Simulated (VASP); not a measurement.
# SrLiH3 (Pm-3m) in VASP: further runs

SrLiH3 is run at these levels: PBEsol; tasks: single point, relaxation of cell and atoms.

All numbers are computed with VASP 6.6.1; they aren't measurements. Logs are shortened: lines on timing, memory, paths and dates and some standing lists are left out, and cuts for length are marked.

## (1) The cell of the first run

Symmetry: Pm-3m, No. 221, cubic system. Conventional cell: a = 4.592 Å, b = 4.592 Å, c = 4.592 Å, α = 90.00°, β = 90.00°, γ = 90.00°. Within 4.3 Å of Li (site symmetry m-3m) lie 12 H at 3.25 Å and 8 Sr at 3.98 Å. Within 3.0 Å of Sr (site symmetry m-3m) lie 6 H at 2.30 Å. Within 3.0 Å of H (site symmetry 4/mmm) lie 2 Sr at 2.30 Å.

## (2) Single point, PBEsol

Input file INCAR:

```
PREC = Accurate
ENCUT = 520
EDIFF = 1E-6
ISMEAR = 0
SIGMA = 0.02
LREAL = F
LASPH = T
NELM = 100
ALGO = Normal
ISIF = 2
LWAVE = F
LCHARG = T
GGA = PS
LELF = T
LVHAR = T
NBANDS = 16
```

Input file KPOINTS:

```
Automatic mesh
0
Gamma
  6 6 6
```

Input file POSCAR:

```
SrLiH3
1.0
    4.5924889880      0.0000000000      0.0000000000
    0.0000000000      4.5924889880      0.0000000000
    0.0000000000      0.0000000000      4.5924889880
Li Sr H
1 1 3
Direct
    0.0000000000      0.0000000000      0.0000000000
    0.5000000000      0.5000000000      0.5000000000
    0.0000000000      0.5000000000      0.5000000000
    0.5000000000      0.0000000000      0.5000000000
    0.5000000000      0.5000000000      0.0000000000
```

Potentials or basis: VASP PAW PBE potentials, release 64 (Li_sv, Sr_sv, H).

Command:

```
cat potpaw_PBE.64/Li_sv/POTCAR potpaw_PBE.64/Sr_sv/POTCAR potpaw_PBE.64/H/POTCAR > POTCAR
mpirun -np 1 vasp_std > vasp.out
```

OUTCAR:

```text
PREC = Accurate
   ENCUT = 520
   EDIFF = 1E-6
   ISMEAR = 0
   LREAL = F
   LASPH = T
   NELM = 100
   ISIF = 2
   GGA = PS

 ion  position               nearest neighbor table
   1  0.000  0.000  0.000-
   2  0.500  0.500  0.500-   3 2.30   4 2.30   5 2.30   5 2.30   4 2.30   3 2.30
   3  0.000  0.500  0.500-   2 2.30   2 2.30
   4  0.500  0.000  0.500-   2 2.30   2 2.30
   5  0.500  0.500  0.000-   2 2.30   2 2.30

  LATTYP: Found a simple cubic cell.
 ALAT       =     4.5924889880

  Lattice vectors:

 A1 = (   4.5924889880,   0.0000000000,   0.0000000000)
 A2 = (   0.0000000000,   4.5924889880,   0.0000000000)
 A3 = (   0.0000000000,   0.0000000000,   4.5924889880)

Analysis of symmetry for initial positions (statically):
=====================================================================
 Subroutine PRICEL returns:
 Original cell was already a primitive cell.

 Routine SETGRP: Setting up the symmetry group for a
 simple cubic supercell.

 Subroutine GETGRP returns: Found 48 space group operations
 (whereof 48 operations were pure point group operations)
 out of a pool of 48 trial point group operations.

The static configuration has the point symmetry O_h .

Analysis of symmetry for dynamics (positions and initial velocities):
=====================================================================
 Subroutine PRICEL returns:
 Original cell was already a primitive cell.

 Routine SETGRP: Setting up the symmetry group for a
 simple cubic supercell.

 Subroutine GETGRP returns: Found 48 space group operations
 (whereof 48 operations were pure point group operations)
 out of a pool of 48 trial point group operations.

The dynamic configuration has the point symmetry O_h .

 Subroutine INISYM returns: Found 48 space group operations
 (whereof 48 operations are pure point group operations),
 and found     1 'primitive' translations

----------------------------------------------------------------------------------------

                                     Primitive cell

  volume of cell :      96.8600

  direct lattice vectors                    reciprocal lattice vectors
     4.592488988  0.000000000  0.000000000     0.217746848  0.000000000  0.000000000
     0.000000000  4.592488988  0.000000000     0.000000000  0.217746848  0.000000000
     0.000000000  0.000000000  4.592488988     0.000000000  0.000000000  0.217746848

  length of vectors
     4.592488988  4.592488988  4.592488988     0.217746848  0.217746848  0.217746848

  position of ions in fractional coordinates (direct lattice)
     0.000000000  0.000000000  0.000000000
     0.500000000  0.500000000  0.500000000
     0.000000000  0.500000000  0.500000000
     0.500000000  0.000000000  0.500000000
     0.500000000  0.500000000  0.000000000

  ion indices of the primitive-cell ions
   primitive index   ion index
                 1           1
                 2           2
                 3           3
                 4           4
                 5           5

----------------------------------------------------------------------------------------

 KPOINTS: Automatic mesh

Automatic generation of k-mesh.
 Grid dimensions read from file:
 generate k-points for:    6    6    6

 Generating k-lattice:

  Cartesian coordinates                     Fractional coordinates (reciprocal lattice)
     0.036291141  0.000000000  0.000000000     0.166666667  0.000000000  0.000000000
     0.000000000  0.036291141  0.000000000     0.000000000  0.166666667  0.000000000
     0.000000000  0.000000000  0.036291141     0.000000000  0.000000000  0.166666667

  Length of vectors
     0.036291141  0.036291141  0.036291141

  Shift w.r.t. Gamma in fractional coordinates (k-lattice)
     0.000000000  0.000000000  0.000000000

 Subroutine IBZKPT returns following result:
 ===========================================

 Found     20 irreducible k-points:

 Following reciprocal coordinates:
            Coordinates               Weight
  0.000000  0.000000  0.000000      1.000000
  0.166667  0.000000  0.000000      6.000000
  0.333333  0.000000  0.000000      6.000000
  0.500000  0.000000  0.000000      3.000000
  0.166667  0.166667  0.000000     12.000000
  0.333333  0.166667  0.000000     24.000000
[... 12 lines left out ...]
  0.500000  0.500000  0.333333      6.000000
  0.500000  0.500000  0.500000      1.000000
   k-points           NKPTS =     20   k-points in BZ     NKDIM =     20   number of bands    NBANDS=     16
   number of dos      NEDOS =    301   number of ions     NIONS =      5
   total plane-waves  NPLWV =  46656
   dimension x,y,z NGX =    36 NGY =   36 NGZ =   36
   dimension x,y,z NGXF=    72 NGYF=   72 NGZF=   72
   ions per type =               1   1   3
   NGX,Y,Z   is equivalent  to a cutoff of  13.03, 13.03, 13.03 a.u.
   NGXF,Y,Z  is equivalent  to a cutoff of  26.06, 26.06, 26.06 a.u.
 SYSTEM =  unknown system
   PREC   = accura    normal or accurate (medium, high low for compatibility)
   ISTART =      0    job   : 0-new  1-cont  2-samecut
   ICHARG =      2    charge: 1-file 2-atom 10-const
   ISPIN  =      1    spin polarized calculation?
   LNONCOLLINEAR =      F non collinear calculations
   LSORBIT =      F    spin-orbit coupling
   LASPH  =      T    aspherical Exc in radial PAW
   ENCUT  =  520.0 eV  38.22 Ry    6.18 a.u.   8.54  8.54  8.54*2*pi/ulx,y,z
   NELM   =    100;   NELMIN=  2; NELMDL= -5     # of ELM steps
   EDIFF  = 0.1E-05   stopping-criterion for ELM
   LREAL  =      F    real-space projection
   EDIFFG = 0.1E-04   stopping-criterion for IOM
   NSW    =      0    number of steps for IOM
   IBRION =     -1    ionic relax: 0-MD 1-quasi-New 2-CG
   NFREE  =      0    steps in history (QN), initial steepest desc. (CG)
   ISIF   =      2    stress and relaxation
   ISYM   =      2    0-nonsym 1-usesym 2-fastsym
   POTIM  = 0.5000    time-step for ionic-motion
   TEBEG  =    0.0;   TEEND  =   0.0 temperature during run
   PSTRESS=    0.0 pullay stress
   NELECT =      16.0000    total number of electrons
   NUPDOWN=      -1.0000    fix difference up-down
   EMIN   =  10.00;   EMAX   =-10.00  energy-range for DOS
   EFERMI =   0.00;   METHOD = LEGACY
   ISMEAR =     0;   SIGMA  =   0.02  broadening in eV -4-tet -1-fermi 0-gaus
   EFERMI_NEDOS =   21; number of points for ismear=-14 and -15
   IALGO  =     38    algorithm
   IMIX   =      4    mixing-type and parameters
     AMIX     =   0.40;   BMIX     =  1.00
     AMIX_MAG =   1.60;   BMIX_MAG =  1.00
  volume/ion in A,a.u.               =      19.37       130.73
  Fermi-wavevector in a.u.,A,eV,Ry     =   0.898256  1.697457 10.978044  0.806863
  Thomas-Fermi vector in A             =   2.020942
   LORBIT       =      0    0 simple, 1 ext, 2 COOP (PROOUT), +10 PAW based schemes
   GGA     = PS    functional components
   LHFCALC =     F    Hartree Fock is set to
   AEXX    =    0.0000 exact exchange contribution
   IVDW    =     0    specifies the selected vdW correction
   LEPSILON=     F    determine dielectric tensor
   LRPA    =     F    only Hartree local field effects (RPA)
 non-spin polarized calculation
 Gauss-broadening in eV      SIGMA  =   0.02
  energy-cutoff  :      520.00
  volume of cell :       96.86
 maximum number of plane-waves:      2629
 NGX is ok and might be reduce to    36
   NGX = 17   NGY = 17   NGZ = 17

 number of electron      16.0000008 magnetization

 Free energy of the ion-electron system (eV)
  ---------------------------------------------------
  ext. energy  EPLUGINS =         0.00000000
  ---------------------------------------------------
  free energy    TOTEN  =       -13.84565204 eV

  energy without entropy =      -13.84565204  energy(sigma->0) =      -13.84565204

 E-fermi :  -1.2750     XC(G=0):  -7.0007

 val. band max:       -1.3941793665   @ k =   0.5000   0.5000   0.5000
 cond. band min:       0.2649156521   @ k =   0.5000   0.5000   0.0000
 fundamental gap:      1.6590950186
 Fermi energy:        -1.2749959734

 k-point     1 :       0.0000    0.0000    0.0000
  band No.  band energies     occupation
      1     -48.2979      2.00000
      2     -34.2087      2.00000
      3     -16.3013      2.00000
      4     -16.3013      2.00000
      5     -16.3013      2.00000
      6      -4.6506      2.00000
[... 8 lines left out ...]
     15       5.4673      0.00000
     16       8.2937      0.00000

 k-point     2 :       0.1667    0.0000    0.0000
  band No.  band energies     occupation
      1     -48.2980      2.00000
      2     -34.2079      2.00000
      3     -16.3329      2.00000
      4     -16.2999      2.00000
      5     -16.2999      2.00000
      6      -4.4645      2.00000
[... 8 lines left out ...]
     15       5.6712      0.00000
     16       7.2726      0.00000

 k-point     3 :       0.3333    0.0000    0.0000
  band No.  band energies     occupation
      1     -48.2980      2.00000
      2     -34.2063      2.00000
      3     -16.3948      2.00000
      4     -16.2971      2.00000
      5     -16.2971      2.00000
      6      -4.0400      2.00000
[... 8 lines left out ...]
     15       6.2168      0.00000
     16       6.2501      0.00000

 k-point     4 :       0.5000    0.0000    0.0000
  band No.  band energies     occupation
      1     -48.2980      2.00000
      2     -34.2054      2.00000
      3     -16.4253      2.00000
      4     -16.2957      2.00000
      5     -16.2957      2.00000
      6      -3.7786      2.00000
[... 8 lines left out ...]
     15       6.0895      0.00000
     16       6.7928      0.00000

 k-point     5 :       0.1667    0.1667    0.0000
  band No.  band energies     occupation
      1     -48.2980      2.00000
      2     -34.2071      2.00000
      3     -16.3319      2.00000
      4     -16.3308      2.00000
      5     -16.2985      2.00000
      6      -4.2731      2.00000
[... 8 lines left out ...]
     15       6.3003      0.00000
     16       7.5294      0.00000

 k-point     6 :       0.3333    0.1667    0.0000
  band No.  band energies     occupation
      1     -48.2980      2.00000
      2     -34.2055      2.00000
      3     -16.3931      2.00000
      4     -16.3282      2.00000
      5     -16.2957      2.00000
      6      -3.8358      2.00000
[... 8 lines left out ...]
     15       6.8390      0.00000
     16       6.9939      0.00000
[... 191 lines left out ...]
 k-point    17 :       0.3333    0.3333    0.3333
  band No.  band energies     occupation
      1     -48.2980      2.00000
      2     -34.2014      2.00000
      3     -16.3852      2.00000
      4     -16.3836      2.00000
      5     -16.3836      2.00000
      6      -2.5827      2.00000
[... 8 lines left out ...]
     15       6.2666      0.00000
     16       6.4281      0.00000

 k-point    18 :       0.5000    0.3333    0.3333
  band No.  band energies     occupation
      1     -48.2980      2.00000
      2     -34.2006      2.00000
      3     -16.4138      2.00000
      4     -16.3829      2.00000
      5     -16.3818      2.00000
      6      -2.2188      2.00000
[... 8 lines left out ...]
     15       6.3804      0.00000
     16       6.6958      0.00000

 k-point    19 :       0.5000    0.5000    0.3333
  band No.  band energies     occupation
      1     -48.2979      2.00000
      2     -34.1998      2.00000
      3     -16.4119      2.00000
      4     -16.4119      2.00000
      5     -16.3806      2.00000
      6      -1.8374      2.00000
[... 8 lines left out ...]
     15       6.4657      0.00000
     16       7.1557      0.00000

 k-point    20 :       0.5000    0.5000    0.5000
  band No.  band energies     occupation
      1     -48.2979      2.00000
      2     -34.1990      2.00000
      3     -16.4101      2.00000
      4     -16.4101      2.00000
      5     -16.4101      2.00000
      6      -1.3942      2.00000
[... 8 lines left out ...]
     15       5.7889      0.00000
     16       7.8241      0.00000

------------------------ aborting loop because EDIFF is reached ----------------------------------------

  FORCE on cell =-STRESS in cart. coord.  units (eV):
  Direction    XX          YY          ZZ          XY          YZ          ZX
  --------------------------------------------------------------------------------------
  -------------------------------------------------------------------------------------
  Total        0.0005083      0.0005083      0.0005083      0.0000000     -0.0000000     -0.0000000
  in kB        0.0084087      0.0084087      0.0084087      0.0000000     -0.0000000     -0.0000000
  external PRESSURE =       0.0084087 kB  Pullay stress =       0.0000000 kB

 VOLUME and BASIS-vectors are now :
 -----------------------------------------------------------------------------
  energy-cutoff  :      520.00
  volume of cell :       96.86
      direct lattice vectors                 reciprocal lattice vectors
     4.592488988  0.000000000  0.000000000     0.217746848  0.000000000  0.000000000
     0.000000000  4.592488988  0.000000000     0.000000000  0.217746848  0.000000000
     0.000000000  0.000000000  4.592488988     0.000000000  0.000000000  0.217746848

 POSITION                                       TOTAL-FORCE (eV/Angst)
 -----------------------------------------------------------------------------------
      0.00000      0.00000      0.00000         0.000000      0.000000      0.000000
      2.29624      2.29624      2.29624         0.000000      0.000000      0.000000
      0.00000      2.29624      2.29624         0.000000      0.000000      0.000000
      2.29624      0.00000      2.29624         0.000000      0.000000      0.000000
      2.29624      2.29624      0.00000         0.000000      0.000000      0.000000
 -----------------------------------------------------------------------------------
    total drift:                                0.000000      0.000000      0.000000

  FREE ENERGIE OF THE ION-ELECTRON SYSTEM (eV)
  ---------------------------------------------------
  free  energy   TOTEN  =       -13.8456520400 eV

  energy  without entropy=      -13.8456520400  energy(sigma->0) =      -13.84565204
```

Run time: 16 s. Hardware: 1 thread of AMD EPYC 9R45 (Zen 5), shared host; peak memory 0.18 GiB.

What came out:

```
Free energy            : -13.8457 eV
Band gap on the k mesh : 1.66 eV, indirect (least direct gap 2.12 eV)
```

Caveat: the cutoff is under 1.25 times the usual one of these potentials, so pressure, stress and relaxed cells hold a basis-set (Pulay) error; the PAW data sets were made with another functional, which shifts forces and pressure a little.

## (3) Single point, PBEsol

Input file INCAR:

```
SYSTEM = SrLiH3
  ALGO = Normal
  EDIFF = 1E-6
  ENCUT = 520
  GGA = PS
  ISIF = 2
  ISMEAR = 0
  LASPH = .TRUE.
  LCHARG = .FALSE.
  LREAL = .FALSE.
  LWAVE = .FALSE.
  NBANDS = 16
  NELM = 60
  PREC = Accurate
  SIGMA = 0.02
```

Input file KPOINTS:

```
k-points
0
G
  6 6 6
  0 0 0
```

POSCAR: that of step 2 with these lines changed.

```diff
@@ -2,5 +2,5 @@
 1.0
-    4.5924889880      0.0000000000      0.0000000000
-    0.0000000000      4.5924889880      0.0000000000
-    0.0000000000      0.0000000000      4.5924889880
+    4.5914175892      0.0000000000      0.0000000000
+    0.0000000000      4.5914175892      0.0000000000
+    0.0000000000      0.0000000000      4.5914175892
 Li Sr H
```

Potentials or basis: VASP PAW PBE potentials, release 64 (Li_sv, Sr_sv, H).

Command:

```
cat potpaw_PBE.64/Li_sv/POTCAR potpaw_PBE.64/Sr_sv/POTCAR potpaw_PBE.64/H/POTCAR > POTCAR
mpirun -np 1 vasp_std > vasp.out
```

It took 15 s on 1 thread of AMD EPYC 9R45 (Zen 5), shared host; peak memory 0.19 GiB.

The run converged. Its results:

- Free energy: -13.8456 eV
- Band gap on the k mesh: 1.66 eV, indirect (least direct gap 2.12 eV)

Levels at points of the mesh, in eV from the valence-band top:
```csv
k point,band 5,band 6,band 7,band 8,band 9,band 10,band 11,band 12
"(0.00, 0.00, 0.00)",-14.91,-3.26,-1.02,-1.02,5.14,5.14,5.14,5.30
"(0.50, 0.00, 0.00)",-14.90,-2.39,-0.93,-0.87,3.93,4.53,4.53,6.05
"(0.50, 0.50, 0.00)",-14.89,-1.46,-0.46,-0.46,1.66,5.11,5.11,5.50
"(0.50, 0.50, 0.50)",-15.02,0.00,0.00,0.00,2.25,2.25,2.25,4.46
```

Caveat: the cutoff is under 1.25 times the usual one of these potentials, so pressure, stress and relaxed cells hold a basis-set (Pulay) error; the PAW data sets were made with another functional, which shifts forces and pressure a little. A k mesh can miss the band edges.

(Continued in part 2 of 2.)
